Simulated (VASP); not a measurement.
Wanted: the native input for a VASP 6.6.1 run.

- Task: relaxation of cell and atoms
- Functional: PBE
- Potentials or basis: VASP PAW PBE potentials, release 64 (Zn)
- Cutoff: 600 eV
- k mesh: 18 × 18 × 18
- Occupations: fermi-dirac, width 0.05 eV
- Spin: no spin polarisation
- Target pressure: 54 GPa
- Dipole correction: no
- Further INCAR settings: ALGO = Normal; EDIFF = 1e-06; IBRION = 2; EDIFFG = -0.005; NSW = 32; ISIF = 3

The structure of Zn lies in POSCAR:

```
Zn
1.0
   -2.2622397767      2.2622397767      1.1471481153
    2.2622397767     -2.2622397767      1.1471481153
    2.2622397767      2.2622397767     -1.1471481153
Zn
2
Direct
   -0.3750000000     -0.1250000000     -0.2500000000
    0.3750000000      0.1250000000      0.2500000000
```

These files were run (other wordings do the same):

INCAR

```
  ALGO = Normal
  EDIFF = 1E-6
  EDIFFG = -0.005
  ENCUT = 600
  GGA = PE
  IBRION = 2
  ISIF = 3
  ISMEAR = -1
  LASPH = T
  LCHARG = F
  LREAL = F
  LWAVE = F
  NELM = 80
  NSW = 32
  PREC = Accurate
  PSTRESS = 540.0
  SIGMA = 0.05
```

KPOINTS

```
k-points
0
Gamma
  18 18 18
```

Potentials or basis: VASP PAW PBE potentials, release 64 (Zn).

Command:

```bash
$ cat potpaw_PBE.64/Zn/POTCAR > POTCAR
$ mpirun -np 1 vasp_std > vasp.out
```

Results of the run:

```
Relaxed volume                                             : 11.78 Å³/atom
Relaxed cell                                               : a = 3.402 Å, b = 3.402 Å, c = 3.402 Å, α = 96.55°, β = 96.55°, γ = 140.53°
Space group after relaxing (to 0.1 Å)                      : I4_1/amd (No. 141)
Energy change on relaxing (the run minimises the enthalpy) : -13.8 meV/atom
Ionic steps                                                : 7
Pressure after relaxing                                    : 54.0 GPa
Band gap on the k mesh                                     : zero (bands 12 and 13 overlap by 7.58 eV)
```

Caveat: the cell is relaxed towards a set pressure, so the run minimises the enthalpy, not the energy.

Wall time 15 min on 1 thread of Intel(R) Xeon(R) Platinum 8375C CPU @ 2.90GHz (Ice Lake), with other jobs on the host, peak memory 0.32 GiB.
